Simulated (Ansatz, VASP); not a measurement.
Sn in VASP and in Ansatz

The input INCAR:

```
PREC = Accurate
ENCUT = 520
EDIFF = 1E-6
ISMEAR = -1
SIGMA = 0.05
LREAL = F
LASPH = T
NELM = 80
ALGO = Normal
ISIF = 2
LWAVE = F
LCHARG = F
GGA = RP
NBANDS = 13
```

KPOINTS

```
regular mesh
0
Gamma
  6 6 6
```

File POSCAR:

```
Sn
1.0
   -2.0291894110      2.0291894110      1.6607599896
    2.0291894110     -2.0291894110      1.6607599896
    2.0291894110      2.0291894110     -1.6607599896
Sn
1
Direct
    0.0000000000      0.0000000000      0.0000000000
```

The input input.yaml:

```yaml
crystal:
  lattice:
    - [-2.029189411, 2.029189411, 1.6607599896]
    - [2.029189411, -2.029189411, 1.6607599896]
    - [2.029189411, 2.029189411, -1.6607599896]
  atoms:
    - { symbol: Sn, position: [0.0, 0.0, 0.0] }
hamiltonian:
  xc: rpbe
  pseudopotentials: { kind: paw }
kpoints:
  mp_grid: { grid: [6, 6, 6] }
  band_path:
    path:
      - [[0.0, 0.0, 0.0], [0.0, 0.0, 0.5], [-0.5, 0.5, 0.5], [0.0, 0.0, 0.0], [0.4174590337, 0.4174590337, -0.4174590337], [0.25, 0.25, 0.25], [0.0, 0.5, 0.0], [-0.4174590337, 0.5825409663, 0.4174590337], [-0.5, 0.5, 0.5]]
      - [[0.0, 0.0, 0.5], [0.25, 0.25, 0.25]]
    npoints: 14
scf:
  occupations: { method: fermi_dirac, width: 0.05 }
  n_extra_bands: 6
output:
  forces: true
  stress: true
  eigenvalues: true
  fatbands: false
  write_density: true
  write_potential: true
  elf: true
  volumetric_format: npy
```

Alike in both runs: functional RPBE; k mesh 6 × 6 × 6; occupations fermi-dirac, width 0.05 eV; no spin polarisation.

|  | VASP | Ansatz |
| --- | --- | --- |
| version | VASP 6.6.1 | Ansatz 0.2.0 |
| potentials or method | VASP PAW PBE potentials, release 64 (Sn_d) | Ansatz PAW |
| plane-wave cutoff (eV) | 520 | 420 |
| valence electrons in the cell | 14 | 14 |
| task | single point | band structure |

|  | VASP | Ansatz | Ansatz less VASP |
| --- | --- | --- | --- |
| gap on the k mesh at the Fermi level (eV) | none | none | - |
| pressure (GPa) | 2.8 | 2.8 | +0.03 |
| traceless stress, the component that is largest in VASP (GPa) | -0.33 | -0.33 | +0.003 |

VASP's potentials were made for PBE, not for RPBE. A gap of «none» marks a metal or a gap that the smearing closes.

The k mesh is coarse, so the values compare programs but aren't converged.
